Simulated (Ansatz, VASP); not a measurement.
One calculation of Na3BiH6, two programs

```
CELL_PARAMETERS angstrom
-4.14977 4.14977 4.14977
4.14977 -4.14977 4.14977
4.14977 4.14977 -4.14977
ATOMIC_POSITIONS crystal
Na 0.00000 0.50000 0.50000
Na 0.50000 0.00000 0.50000
Na 0.50000 0.50000 0.00000
Bi 0.00000 0.00000 0.00000
H 0.00000 0.25429 0.25429
H 0.00000 0.74571 0.74571
H 0.25429 0.00000 0.25429
H 0.74571 0.00000 0.74571
H 0.25429 0.25429 0.00000
H 0.74571 0.74571 0.00000
```

Alike in both runs: functional PBE; k mesh 4 × 4 × 4; occupations gaussian, width 0.1 eV; no spin polarisation.

Ansatz relaxed the structure, and its values are those at the end. VASP's run is a single point on that final structure, the one shown.

|  | VASP | Ansatz |
| --- | --- | --- |
| version | VASP 6.6.1 | Ansatz 0.2.0 |
| potentials or method | VASP PAW PBE potentials, release 64 (Na_pv, Bi_d, H), cutoff 520 eV | scalar-relativistic, plane waves, PAW |
| valence electrons in the cell | 42 | 48 |

```tsv
	VASP	Ansatz	Ansatz less VASP
gap on the k mesh at the Fermi level (eV)	1.66	1.66	0.000
least direct gap on the mesh (eV)	1.80	1.80	0.000
pressure (GPa)	-0.1	0.0	+0.03
```

VASP's potentials hold 42 valence electrons a cell and Ansatz's 48, so a difference there can come from the potentials and not from the codes.

Spin-orbit coupling is off throughout.
